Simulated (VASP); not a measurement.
Runs of VASP 6.6.1 on NaF. The structure is that of space group F-43m (No. 216), or close to it. The cells are those of the table. 

```tsv
level	cell	gap on the mesh (eV)	pressure (GPa)
r2SCAN	a = 3.615 Å, angles 60.0°, 2 atoms	6.18	-1.4
PBE	a = 3.580 Å, angles 60.0°, 2 atoms	(c)	1.9
PBE	a = 3.645 Å, angles 60.0°, 2 atoms	5.44	0.0
r2SCAN	a = 3.507 Å, angles 60.0°, 2 atoms	6.48	2.4
r2SCAN	a = 3.580 Å, angles 60.0°, 2 atoms	6.27	-0.3
r2SCAN	a = 3.544 Å, angles 60.0°, 2 atoms	6.38	0.9
PBE	a = 3.716 Å, angles 60.0°, 2 atoms	(b)	-1.7
PBE	a = 3.570 Å, angles 60.0°, 2 atoms	5.64	(a)
PBE	a = 3.681 Å, angles 60.0°, 2 atoms	5.34	-0.9
r2SCAN	a = 3.650 Å, angles 60.0°, 2 atoms	6.09	(d)
PBE	a = 3.608 Å, angles 60.0°, 2 atoms	5.54	1.0
```

Alike in all rows: task single point; potentials or basis VASP PAW PBE potentials, release 64 (Na_pv, F); no spin polarisation; k mesh 8 × 8 × 8; cutoff (eV) 520; smearing gaussian 0.01 eV.

Problem. Estimate the missing entries.

Solution. (a) 2.3; (b) 5.26; (c) 5.61; (d) -2.3.

Caveats: the PAW data sets were made with another functional, which shifts forces and pressure a little (some runs).

A k mesh can miss the band edges.
